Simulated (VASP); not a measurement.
# Cu (I4/mmm) in VASP: further runs

Runs on Cu. Level: PBE. Tasks: single point.

Everything below comes from runs of VASP 6.6.1. Logs are shortened: lines on timing, memory, paths and dates and some standing lists are left out, and cuts for length are marked.

## Step 1: The cell of the first run

The structure is tetragonal, space group I4/mmm (No. 139). Conventional cell: a = 2.695 Å, b = 2.695 Å, c = 3.448 Å, α = 90.00°, β = 90.00°, γ = 90.00°. Cu (site symmetry 4/mmm) has 12 Cu at 2.57 to 2.69 Å within 3.4 Å.

## Step 2: Single point, PBE (strain +0.050 along x and y, -0.050 along z)

INCAR

```
  ALGO = Fast
  EDIFF = 1E-6
  ENCUT = 520
  GGA = PE
  ISIF = 2
  ISMEAR = 0
  LASPH = T
  LCHARG = F
  LREAL = F
  LWAVE = F
  NBANDS = 12
  NELM = 80
  PREC = Accurate
  SIGMA = 0.15
```

KPOINTS

```
k-points
0
Gamma
  28 28 28
```

POSCAR

```
Cu
1.0
    0.0000000000      1.9056178346      1.7241304218
    1.9056178346      0.0000000000      1.7241304218
    1.9056178346      1.9056178346      0.0000000000
Cu
1
Direct
    0.0000000000      0.0000000000      0.0000000000
```

Potentials or basis: VASP PAW PBE potentials, release 64 (Cu).

On the command line:

```sh
cat potpaw_PBE.64/Cu/POTCAR > POTCAR
mpirun -np 1 vasp_std > vasp.out
```

OUTCAR:

```text
EDIFF = 1E-6
   ENCUT = 520
   GGA = PE
   ISIF = 2
   ISMEAR = 0
   LASPH = T
   LREAL = F
   NELM = 80
   PREC = Accurate

 ion  position               nearest neighbor table
   1  0.000  0.000  0.000-

  LATTYP: Found a body centered tetragonal cell.
 ALAT       =     2.6949505864
 C/A-ratio  =     1.2795265564

  Lattice vectors:

 A1 = (   0.0000000000,  -1.9056178346,  -1.7241304218)
 A2 = (   0.0000000000,   1.9056178346,  -1.7241304218)
 A3 = (   1.9056178346,   0.0000000000,   1.7241304218)

Analysis of symmetry for initial positions (statically):
=====================================================================
 Subroutine PRICEL returns:
 Original cell was already a primitive cell.

 Routine SETGRP: Setting up the symmetry group for a
 body centered tetragonal supercell.

 Subroutine GETGRP returns: Found 16 space group operations
 (whereof 16 operations were pure point group operations)
 out of a pool of 16 trial point group operations.

The static configuration has the point symmetry D_4h.

Analysis of symmetry for dynamics (positions and initial velocities):
=====================================================================
 Subroutine PRICEL returns:
 Original cell was already a primitive cell.

 Routine SETGRP: Setting up the symmetry group for a
 body centered tetragonal supercell.

 Subroutine GETGRP returns: Found 16 space group operations
 (whereof 16 operations were pure point group operations)
 out of a pool of 16 trial point group operations.

The dynamic configuration has the point symmetry D_4h.

 Subroutine INISYM returns: Found 16 space group operations
 (whereof 16 operations are pure point group operations),
 and found     1 'primitive' translations

----------------------------------------------------------------------------------------

                                     Primitive cell

  volume of cell :      12.5219

  direct lattice vectors                    reciprocal lattice vectors
     0.000000000  1.905617835  1.724130422    -0.262382095  0.262382095  0.290001263
     1.905617835  0.000000000  1.724130422     0.262382095 -0.262382095  0.290001263
     1.905617835  1.905617835  0.000000000     0.262382095  0.262382095 -0.290001263

  length of vectors
     2.569825878  2.569825878  2.694950586     0.470945284  0.470945284  0.470945284

  position of ions in fractional coordinates (direct lattice)
     0.000000000  0.000000000  0.000000000

  ion indices of the primitive-cell ions
   primitive index   ion index
                 1           1

[... 81 lines left out ...]
   PSTRESS=    0.0 pullay stress
   NELECT =      11.0000    total number of electrons
   NUPDOWN=      -1.0000    fix difference up-down
   EMIN   =  10.00;   EMAX   =-10.00  energy-range for DOS
   EFERMI =   0.00;   METHOD = LEGACY
   ISMEAR =     0;   SIGMA  =   0.15  broadening in eV -4-tet -1-fermi 0-gaus
   EFERMI_NEDOS =   21; number of points for ismear=-14 and -15
   IALGO  =     68    algorithm
   IMIX   =      4    mixing-type and parameters
     AMIX     =   0.40;   BMIX     =  1.00
     AMIX_MAG =   1.60;   BMIX_MAG =  1.00
  volume/ion in A,a.u.               =      12.52        84.50
  Fermi-wavevector in a.u.,A,eV,Ry     =   1.567888  2.962879 33.446849  2.458274
  Thomas-Fermi vector in A             =   2.670001
   LORBIT       =      0    0 simple, 1 ext, 2 COOP (PROOUT), +10 PAW based schemes
   GGA     = PE    functional components
   LHFCALC =     F    Hartree Fock is set to
   AEXX    =    0.0000 exact exchange contribution
   IVDW    =     0    specifies the selected vdW correction
   LEPSILON=     F    determine dielectric tensor
   LRPA    =     F    only Hartree local field effects (RPA)
 non-spin polarized calculation
 RMM-DIIS sequential band-by-band and
 Gauss-broadening in eV      SIGMA  =   0.15
  energy-cutoff  :      520.00
  volume of cell :       12.52
 maximum number of plane-waves:       351
   NGX =  9   NGY =  9   NGZ =  9

 number of electron      10.9999985 magnetization

 Free energy of the ion-electron system (eV)
  ---------------------------------------------------
  ext. energy  EPLUGINS =         0.00000000
  ---------------------------------------------------
  free energy    TOTEN  =        -3.71199567 eV

  energy without entropy =       -3.70839257  energy(sigma->0) =       -3.71019412

 E-fermi :   6.8810     XC(G=0): -12.3896

 val. band max:        6.8794216002   @ k =   0.4286   0.2857   0.0000
 cond. band min:       6.9005818047   @ k =   0.5000   0.1429   0.3571
 fundamental gap:      0.0211602045
 Fermi energy:         6.8809948504

 k-point     1 :       0.0000    0.0000    0.0000
  band No.  band energies     occupation
      1      -2.0310      2.00000
      2       3.9128      2.00000
      3       3.9128      2.00000
      4       4.3144      2.00000
      5       4.5495      2.00000
      6       4.9516      2.00000
      7      29.1953      0.00000
      8      31.2175      0.00000
      9      31.2176      0.00000
     10      31.5194      0.00000
     11      33.6493      0.00000
     12      33.8784      0.00000
[... 331 lines left out ...]
 k-point    24 :       0.3214    0.0357    0.0000
  band No.  band energies     occupation
      1       0.9925      2.00000
      2       3.9125      2.00000
      3       3.9266      2.00000
      4       4.3353      2.00000
      5       4.9653      2.00000
      6       5.0532      2.00000
      7      16.1026      0.00000
      8      26.5346      0.00000
      9      26.9653      0.00000
     10      31.9523      0.00000
     11      32.2710      0.00000
     12      33.7143      0.00000

 [... further k-points ...]

------------------------ aborting loop because EDIFF is reached ----------------------------------------

  FORCE on cell =-STRESS in cart. coord.  units (eV):
  Direction    XX          YY          ZZ          XY          YZ          ZX
  --------------------------------------------------------------------------------------
  -------------------------------------------------------------------------------------
  Total       -0.4588638     -0.4588638     -0.2423629      0.0000000     -0.0000000      0.0000000
  in kB      -58.7114274    -58.7114274    -31.0102336      0.0000000     -0.0000000      0.0000000
  external PRESSURE =     -49.4776962 kB  Pullay stress =       0.0000000 kB

 VOLUME and BASIS-vectors are now :
 -----------------------------------------------------------------------------
  energy-cutoff  :      520.00
  volume of cell :       12.52
      direct lattice vectors                 reciprocal lattice vectors
     0.000000000  1.905617835  1.724130422    -0.262382095  0.262382095  0.290001263
     1.905617835  0.000000000  1.724130422     0.262382095 -0.262382095  0.290001263
     1.905617835  1.905617835  0.000000000     0.262382095  0.262382095 -0.290001263

 POSITION                                       TOTAL-FORCE (eV/Angst)
 -----------------------------------------------------------------------------------
      0.00000      0.00000      0.00000         0.000000      0.000000      0.000000
 -----------------------------------------------------------------------------------
    total drift:                                0.000000      0.000000      0.000000

  FREE ENERGIE OF THE ION-ELECTRON SYSTEM (eV)
  ---------------------------------------------------
  free  energy   TOTEN  =        -3.7119956722 eV

  energy  without entropy=       -3.7083925732  energy(sigma->0) =       -3.71019412
```

It took 1.7 min on 1 thread of Intel Xeon 6975P-C (Granite Rapids), shared host; peak memory 0.33 GiB.

Results:

| Quantity | Value |
| --- | --- |
| Free energy | -3.7120 eV |
| Pressure | -4.9 GPa |

Stress tensor (GPa, compression positive):
```
-5.87  0.00  0.00
 0.00 -5.87  0.00
 0.00  0.00 -3.10
```

Levels at points of the mesh, in eV from the Fermi level:
```csv
k point,band 3,band 4,band 5,band 6,band 7,band 8,band 9,band 10
"(0.00, 0.00, 0.00)",-2.97,-2.57,-2.33,-1.93,22.31,24.34,24.34,24.64
"(0.50, 0.00, 0.00)",-2.65,-1.68,-1.49,-0.80,3.52,19.53,19.68,23.02
"(0.50, 0.50, 0.00)",-1.60,-1.44,-1.44,3.03,8.50,11.17,11.17,15.77
"(0.50, 0.00, 0.50)",-1.63,-1.60,-1.35,0.90,5.88,13.43,13.62,17.74
```

Caveat: the cell differs from its parent crystal (strain +0.050 along x and y, -0.050 along z).

## Step 3: Single point, PBE (strain +0.050 along x and y, -0.025 along z)

INCAR

```
SYSTEM = Cu
  PREC = Accurate
  ENCUT = 520
  EDIFF = 1E-6
  ISMEAR = 0
  SIGMA = 0.15
  LREAL = .FALSE.
  LASPH = .TRUE.
  NELM = 80
  ALGO = Fast
  ISIF = 2
  LWAVE = .FALSE.
  LCHARG = .FALSE.
  GGA = PE
  NBANDS = 12
```

KPOINTS

```
Automatic mesh
0
G
  28 28 28
  0 0 0
```

POSCAR

```
Cu
1.0
    0.0000000000      1.9056178346      1.7695022750
    1.9056178346      0.0000000000      1.7695022750
    1.9056178346      1.9056178346      0.0000000000
Cu
1
Direct
    0.0000000000      0.0000000000      0.0000000000
```

Potentials or basis: VASP PAW PBE potentials, release 64 (Cu).

On the command line:

```sh
cat potpaw_PBE.64/Cu/POTCAR > POTCAR
mpirun -np 1 vasp_std > vasp.out
```

It took 90 s on 1 thread of Intel Xeon 6975P-C (Granite Rapids), shared host; peak memory 0.34 GiB.

The run converged. Its results:

```
Free energy : -3.7023 eV
Pressure    : -7.8 GPa
```

Stress tensor (GPa, compression positive):
```
-8.53  0.00  0.00
 0.00 -8.53  0.00
 0.00  0.00 -6.28
```

Levels at points of the mesh, in eV from the Fermi level:
| k point | band 2 | band 3 | band 4 | band 5 | band 6 | band 7 | band 8 | band 9 | band 10 | band 11 |
| --- | --- | --- | --- | --- | --- | --- | --- | --- | --- | --- |
| (0.00, 0.00, 0.00) | -2.88 | -2.88 | -2.58 | -2.23 | -1.93 | 22.01 | 23.92 | 23.92 | 24.08 | 26.34 |
| (0.50, 0.00, 0.00) | -2.97 | -2.65 | -1.64 | -1.50 | -0.75 | 3.37 | 19.60 | 19.68 | 22.94 | 22.98 |
| (0.50, 0.50, 0.00) | -4.03 | -1.58 | -1.43 | -1.43 | 2.61 | 7.83 | 11.36 | 11.36 | 15.83 | 17.83 |
| (0.50, 0.00, 0.50) | -3.98 | -1.60 | -1.55 | -1.36 | 1.08 | 5.92 | 12.98 | 13.14 | 17.25 | 19.52 |

Caveat: the cell differs from its parent crystal (strain +0.050 along x and y, -0.025 along z).
